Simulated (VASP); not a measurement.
# NbSi (Pm-3m) in VASP: further runs

NbSi is run at these levels: PBE; tasks: single point.

Everything below comes from runs of VASP 6.6.1. Logs are shortened: lines on timing, memory, paths and dates and some standing lists are left out, and cuts for length are marked.

### Step 1. The cell of the first run

Symmetry: Pm-3m, No. 221, cubic system. The conventional cell has a = 3.092 Å, b = 3.092 Å, c = 3.092 Å, α = 90.00°, β = 90.00°, γ = 90.00°. Within 3.5 Å of Nb (site symmetry m-3m) lie 8 Si at 2.68 Å and 6 Nb at 3.09 Å. Within 3.5 Å of Si (site symmetry m-3m) lie 8 Nb at 2.68 Å and 6 Si at 3.09 Å.

### Step 2. Single point, PBE

Input file INCAR:

```
SYSTEM = NbSi
  ALGO = Normal
  EDIFF = 1E-7
  ENCUT = 520
  GGA = PE
  ISIF = 2
  ISMEAR = -1
  LASPH = .TRUE.
  LCHARG = .FALSE.
  LREAL = .FALSE.
  LWAVE = .FALSE.
  NBANDS = 16
  NELM = 100
  PREC = Accurate
  SIGMA = 0.05
```

Input file KPOINTS:

```
k-points
0
G
  8 8 8
  0 0 0
```

Input file POSCAR:

```
NbSi
1.0
    3.0920047770      0.0000000000      0.0000000000
    0.0000000000      3.0920047770      0.0000000000
    0.0000000000      0.0000000000      3.0920047770
Nb Si
1 1
Direct
    0.0000000000      0.0000000000      0.0000000000
    0.5000000000      0.5000000000      0.5000000000
```

Potentials or basis: VASP PAW PBE potentials, release 64 (Nb_sv, Si).

The run is started by

```bash
$ cat potpaw_PBE.64/Nb_sv/POTCAR potpaw_PBE.64/Si/POTCAR > POTCAR
$ mpirun -np 1 vasp_std > vasp.out
```

OUTCAR:

```text
SYSTEM = NbSi
   EDIFF = 1E-7
   ENCUT = 520
   GGA = PE
   ISIF = 2
   ISMEAR = -1
   LASPH = .TRUE.
   LREAL = .FALSE.
   NELM = 100
   PREC = Accurate

 ion  position               nearest neighbor table
   1  0.000  0.000  0.000-   2 2.68   2 2.68   2 2.68   2 2.68   2 2.68   2 2.68   2 2.68   2 2.68

   2  0.500  0.500  0.500-   1 2.68   1 2.68   1 2.68   1 2.68   1 2.68   1 2.68   1 2.68   1 2.68

  LATTYP: Found a simple cubic cell.
 ALAT       =     3.0920047770

  Lattice vectors:

 A1 = (   3.0920047770,   0.0000000000,   0.0000000000)
 A2 = (   0.0000000000,   3.0920047770,   0.0000000000)
 A3 = (   0.0000000000,   0.0000000000,   3.0920047770)

Analysis of symmetry for initial positions (statically):
=====================================================================
 Subroutine PRICEL returns:
 Original cell was already a primitive cell.

 Routine SETGRP: Setting up the symmetry group for a
 simple cubic supercell.

 Subroutine GETGRP returns: Found 48 space group operations
 (whereof 48 operations were pure point group operations)
 out of a pool of 48 trial point group operations.

The static configuration has the point symmetry O_h .

Analysis of symmetry for dynamics (positions and initial velocities):
=====================================================================
 Subroutine PRICEL returns:
 Original cell was already a primitive cell.

 Routine SETGRP: Setting up the symmetry group for a
 simple cubic supercell.

 Subroutine GETGRP returns: Found 48 space group operations
 (whereof 48 operations were pure point group operations)
 out of a pool of 48 trial point group operations.

The dynamic configuration has the point symmetry O_h .

 Subroutine INISYM returns: Found 48 space group operations
 (whereof 48 operations are pure point group operations),
 and found     1 'primitive' translations

----------------------------------------------------------------------------------------

                                     Primitive cell

  volume of cell :      29.5611

  direct lattice vectors                    reciprocal lattice vectors
     3.092004777  0.000000000  0.000000000     0.323414766  0.000000000  0.000000000
     0.000000000  3.092004777  0.000000000     0.000000000  0.323414766  0.000000000
     0.000000000  0.000000000  3.092004777     0.000000000  0.000000000  0.323414766

  length of vectors
     3.092004777  3.092004777  3.092004777     0.323414766  0.323414766  0.323414766

  position of ions in fractional coordinates (direct lattice)
     0.000000000  0.000000000  0.000000000
     0.500000000  0.500000000  0.500000000

  ion indices of the primitive-cell ions
   primitive index   ion index
                 1           1
                 2           2

----------------------------------------------------------------------------------------

 KPOINTS: k-points

Automatic generation of k-mesh.
 Grid dimensions read from file:
 generate k-points for:    8    8    8

 Generating k-lattice:

  Cartesian coordinates                     Fractional coordinates (reciprocal lattice)
     0.040426846  0.000000000  0.000000000     0.125000000  0.000000000  0.000000000
     0.000000000  0.040426846  0.000000000     0.000000000  0.125000000  0.000000000
     0.000000000  0.000000000  0.040426846     0.000000000  0.000000000  0.125000000

  Length of vectors
     0.040426846  0.040426846  0.040426846

  Shift w.r.t. Gamma in fractional coordinates (k-lattice)
     0.000000000  0.000000000  0.000000000

 Subroutine IBZKPT returns following result:
 ===========================================

 Found     35 irreducible k-points:

 Following reciprocal coordinates:
            Coordinates               Weight
  0.000000  0.000000  0.000000      1.000000
  0.125000  0.000000  0.000000      6.000000
  0.250000  0.000000  0.000000      6.000000
  0.375000  0.000000  0.000000      6.000000
  0.500000  0.000000  0.000000      3.000000
  0.125000  0.125000  0.000000     12.000000
[... 16 lines left out ...]
  0.375000  0.375000  0.125000     24.000000
  0.500000  0.375000  0.125000     24.000000
 [... further k-points ...]
   k-points           NKPTS =     35   k-points in BZ     NKDIM =     35   number of bands    NBANDS=     16
   number of dos      NEDOS =    301   number of ions     NIONS =      2
   total plane-waves  NPLWV =  13824
   dimension x,y,z NGX =    24 NGY =   24 NGZ =   24
   dimension x,y,z NGXF=    48 NGYF=   48 NGZF=   48
   ions per type =               1   1
   NGX,Y,Z   is equivalent  to a cutoff of  12.90, 12.90, 12.90 a.u.
   NGXF,Y,Z  is equivalent  to a cutoff of  25.81, 25.81, 25.81 a.u.
 SYSTEM =  NbSi
   PREC   = accura    normal or accurate (medium, high low for compatibility)
   ISTART =      0    job   : 0-new  1-cont  2-samecut
   ICHARG =      2    charge: 1-file 2-atom 10-const
   ISPIN  =      1    spin polarized calculation?
   LNONCOLLINEAR =      F non collinear calculations
   LSORBIT =      F    spin-orbit coupling
   LASPH  =      T    aspherical Exc in radial PAW
   ENCUT  =  520.0 eV  38.22 Ry    6.18 a.u.   5.75  5.75  5.75*2*pi/ulx,y,z
   NELM   =    100;   NELMIN=  2; NELMDL= -5     # of ELM steps
   EDIFF  = 0.1E-06   stopping-criterion for ELM
   LREAL  =      F    real-space projection
   EDIFFG = 0.1E-05   stopping-criterion for IOM
   NSW    =      0    number of steps for IOM
   IBRION =     -1    ionic relax: 0-MD 1-quasi-New 2-CG
   NFREE  =      0    steps in history (QN), initial steepest desc. (CG)
   ISIF   =      2    stress and relaxation
   ISYM   =      2    0-nonsym 1-usesym 2-fastsym
   POTIM  = 0.5000    time-step for ionic-motion
   TEBEG  =    0.0;   TEEND  =   0.0 temperature during run
   PSTRESS=    0.0 pullay stress
   NELECT =      17.0000    total number of electrons
   NUPDOWN=      -1.0000    fix difference up-down
   EMIN   =  10.00;   EMAX   =-10.00  energy-range for DOS
   EFERMI =   0.00;   METHOD = LEGACY
   ISMEAR =    -1;   SIGMA  =   0.05  broadening in eV -4-tet -1-fermi 0-gaus
   EFERMI_NEDOS =   21; number of points for ismear=-14 and -15
   IALGO  =     38    algorithm
   IMIX   =      4    mixing-type and parameters
     AMIX     =   0.40;   BMIX     =  1.00
     AMIX_MAG =   1.60;   BMIX_MAG =  1.00
  volume/ion in A,a.u.               =      14.78        99.74
  Fermi-wavevector in a.u.,A,eV,Ry     =   1.361396  2.572664 25.217007  1.853398
  Thomas-Fermi vector in A             =   2.487975
   LORBIT       =      0    0 simple, 1 ext, 2 COOP (PROOUT), +10 PAW based schemes
   GGA     = PE    functional components
   LHFCALC =     F    Hartree Fock is set to
   AEXX    =    0.0000 exact exchange contribution
   IVDW    =     0    specifies the selected vdW correction
   LEPSILON=     F    determine dielectric tensor
   LRPA    =     F    only Hartree local field effects (RPA)
 non-spin polarized calculation
  energy-cutoff  :      520.00
  volume of cell :       29.56
 maximum number of plane-waves:       840
 NGX is ok and might be reduce to    24
   NGX = 11   NGY = 11   NGZ = 11

 number of electron      16.9999998 magnetization

 Free energy of the ion-electron system (eV)
  ---------------------------------------------------
  ext. energy  EPLUGINS =         0.00000000
  ---------------------------------------------------
  free energy    TOTEN  =       -15.95980933 eV

  energy without entropy =      -15.94090359  energy(sigma->0) =      -15.95035646

 E-fermi :  11.9996     XC(G=0): -12.3652

 val. band max:       11.9984326512   @ k =   0.5000   0.3750   0.0000
 cond. band min:      12.0320781305   @ k =   0.3750   0.3750   0.0000
 fundamental gap:      0.0336454793
 Fermi energy:        11.9996066951

 k-point     1 :       0.0000    0.0000    0.0000
  band No.  band energies     occupation
      1     -42.4727      2.00000
      2     -18.3735      2.00000
      3     -18.3735      2.00000
      4     -18.3735      2.00000
      5       0.5911      2.00000
      6       9.1002      2.00000
[... 8 lines left out ...]
     15      22.4400      0.00000
     16      22.4807      0.00000

 k-point     2 :       0.1250    0.0000    0.0000
  band No.  band energies     occupation
      1     -42.4659      2.00000
      2     -18.4560      2.00000
      3     -18.3659      2.00000
      4     -18.3659      2.00000
      5       0.8805      2.00000
      6       9.0034      2.00000
[... 8 lines left out ...]
     15      22.5144      0.00000
     16      23.8433      0.00000

 k-point     3 :       0.2500    0.0000    0.0000
  band No.  band energies     occupation
      1     -42.4493      2.00000
      2     -18.6509      2.00000
      3     -18.3477      2.00000
      4     -18.3477      2.00000
      5       1.6983      2.00000
      6       8.2061      2.00000
[... 8 lines left out ...]
     15      22.5799      0.00000
     16      25.7971      0.00000

 k-point     4 :       0.3750    0.0000    0.0000
  band No.  band energies     occupation
      1     -42.4326      2.00000
      2     -18.8397      2.00000
      3     -18.3294      2.00000
      4     -18.3294      2.00000
      5       2.9089      2.00000
      6       6.6443      2.00000
[... 8 lines left out ...]
     15      22.2613      0.00000
     16      23.5064      0.00000
[... 324 lines left out ...]
 k-point    22 :       0.5000    0.2500    0.1250
  band No.  band energies     occupation
      1     -42.3967      2.00000
      2     -18.8584      2.00000
      3     -18.5689      2.00000
      4     -18.3710      2.00000
      5       3.9660      2.00000
      6       6.8822      2.00000
[... 8 lines left out ...]
     15      21.9747      0.00000
     16      23.3123      0.00000

 k-point    23 :       0.3750    0.3750    0.1250
  band No.  band energies     occupation
      1     -42.3875      2.00000
      2     -18.7607      2.00000
      3     -18.7497      2.00000
      4     -18.3601      2.00000
      5       3.8336      2.00000
      6       7.8128      2.00000
[... 8 lines left out ...]
     15      23.0777      0.00000
     16      24.9859      0.00000

 k-point    24 :       0.5000    0.3750    0.1250
  band No.  band energies     occupation
      1     -42.3808      2.00000
      2     -18.8266      2.00000
      3     -18.7427      2.00000
      4     -18.3522      2.00000
      5       3.9573      2.00000
      6       7.8819      2.00000
[... 8 lines left out ...]
     15      22.8687      0.00000
     16      24.4036      0.00000

 [... further k-points ...]
[... 5 lines left out ...]
  --------------------------------------------------------------------------------------
  -------------------------------------------------------------------------------------
  Total        2.1466597      2.1466597      2.1466597      0.0000000     -0.0000000      0.0000000
  in kB      116.3465000    116.3465000    116.3465000      0.0000000     -0.0000000      0.0000000
  external PRESSURE =     116.3465000 kB  Pullay stress =       0.0000000 kB

 VOLUME and BASIS-vectors are now :
 -----------------------------------------------------------------------------
  energy-cutoff  :      520.00
  volume of cell :       29.56
      direct lattice vectors                 reciprocal lattice vectors
     3.092004777  0.000000000  0.000000000     0.323414766  0.000000000  0.000000000
     0.000000000  3.092004777  0.000000000     0.000000000  0.323414766  0.000000000
     0.000000000  0.000000000  3.092004777     0.000000000  0.000000000  0.323414766

 POSITION                                       TOTAL-FORCE (eV/Angst)
 -----------------------------------------------------------------------------------
      0.00000      0.00000      0.00000         0.000000      0.000000      0.000000
      1.54600      1.54600      1.54600         0.000000      0.000000      0.000000
 -----------------------------------------------------------------------------------
    total drift:                                0.000000      0.000000      0.000000

  FREE ENERGIE OF THE ION-ELECTRON SYSTEM (eV)
  ---------------------------------------------------
  free  energy   TOTEN  =       -15.9598093324 eV

  energy  without entropy=      -15.9409035944  energy(sigma->0) =      -15.95035646
```

Wall time 5.8 s (1 thread of Intel Xeon 6975P-C (Granite Rapids), shared host); peak memory 0.14 GiB.

Results:

```yaml
Free_energy: -15.9598 eV
Pressure: 11.6 GPa
```

(Part 1 of 2 ends here.)
